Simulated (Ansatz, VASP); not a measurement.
## Ga4As3P in VASP and in Ansatz

Contents of INCAR:

```
SYSTEM = Ga4As3P
ALGO     = Normal         ! electronic algorithm
EDIFF    = 1E-6           ! SCF threshold, eV
ENCUT    = 520            ! plane-wave cutoff, eV
GGA      = PE             ! functional
ISIF     = 2              ! what is computed and relaxed
ISMEAR   = -1             ! smearing method
LASPH    = .True.         ! aspherical terms in the spheres
LCHARG   = .False.        ! write CHGCAR
LREAL    = .False.        ! projectors in reciprocal space
LWAVE    = .False.        ! write WAVECAR
NBANDS   = 46             ! bands
NELM     = 100            ! most SCF steps
PREC     = Accurate       ! precision mode
SIGMA    = 0.02           ! smearing width, eV
```

The input KPOINTS:

```
k-points
0
Gamma
  12 12 2
  0 0 0
```

POSCAR

```
Ga4As3P
1.0
    3.9567587693      0.0000000000      0.0000000000
   -1.9783793846      3.4266536108      0.0000000000
    0.0000000000      0.0000000000     13.0423367810
P As Ga
1 3 4
Direct
    0.6666666667      0.3333333333     -0.0000805872
    0.6666666667      0.3333333333      0.4996603109
    0.3333333333      0.6666666667      0.7526939405
    0.3333333333      0.6666666667      0.2464896432
    0.6666666667      0.3333333333      0.8179090648
    0.6666666667      0.3333333333      0.3112551089
    0.3333333333      0.6666666667      0.5643806182
    0.3333333333      0.6666666667      0.0576919007
```

Input for Ansatz:

```yaml
crystal:
  lattice:
    - [3.9567587693, 0.0, 0.0]
    - [-1.9783793846, 3.4266536108, 0.0]
    - [0.0, 0.0, 13.042336781]
  atoms:
    - { symbol: P, position: [0.6666666667, 0.3333333333, -8.05872e-05] }
    - { symbol: As, position: [0.6666666667, 0.3333333333, 0.4996603109] }
    - { symbol: As, position: [0.3333333333, 0.6666666667, 0.7526939405] }
    - { symbol: As, position: [0.3333333333, 0.6666666667, 0.2464896432] }
    - { symbol: Ga, position: [0.6666666667, 0.3333333333, 0.8179090648] }
    - { symbol: Ga, position: [0.6666666667, 0.3333333333, 0.3112551089] }
    - { symbol: Ga, position: [0.3333333333, 0.6666666667, 0.5643806182] }
    - { symbol: Ga, position: [0.3333333333, 0.6666666667, 0.0576919007] }
kpoints:
  mp_grid: { grid: [12, 12, 2] }
  band_path:
    path:
      - [[0.0, 0.0, 0.0], [0.5, 2.233428281414e-17, -1.795212314633e-18], [0.3333333333333, 0.3333333333333, -3.590424629266e-18], [0.0, 0.0, 0.0], [-6.378047694058e-51, -1.125014057742e-36, 0.5], [0.5, 2.221037542179e-17, 0.5], [0.3333333333333, 0.3333333333333, 0.5], [-6.378047694058e-51, -1.125014057742e-36, 0.5]]
      - [[0.5, 2.221037542179e-17, 0.5], [0.5, 2.233428281414e-17, -1.795212314633e-18]]
      - [[0.3333333333333, 0.3333333333333, 0.5], [0.3333333333333, 0.3333333333333, -3.590424629266e-18]]
    npoints: 10
hamiltonian:
  xc: pbe
scf:
  occupations: { method: fermi_dirac, width: 0.02 }
  n_extra_bands: 6
output:
  forces: true
  stress: true
  eigenvalues: true
```

Alike in both runs: task single point; functional PBE; k mesh 12 × 12 × 2; occupations fermi-dirac, width 0.02 eV; no spin polarisation.

```csv
,VASP,Ansatz
version,VASP 6.6.1,Ansatz 0.2.0
potentials or method,"VASP PAW PBE potentials, release 64 (P, As, Ga_d)","plane waves, PAW"
plane-wave cutoff (eV),520,420
valence electrons in the cell,72,102
```

Ansatz gave:

| Item | Value |
| --- | --- |
| pressure (GPa) | 2.7 |
| traceless stress, the component that is largest in VASP (GPa) | 0.06 |
| rms of the force components (eV/Å) | 0.016 |

**Question.** Which values does VASP return?

**Answer.** Pressure (GPa): 2.8; traceless stress, the component that is largest in VASP (GPa): 0.07; rms of the force components (eV/Å): 0.020.

Atom by atom the forces differ by 0.004 eV/Å (rms over components). VASP's potentials hold 72 valence electrons a cell and Ansatz's 102, so a difference there can come from the potentials and not from the codes.
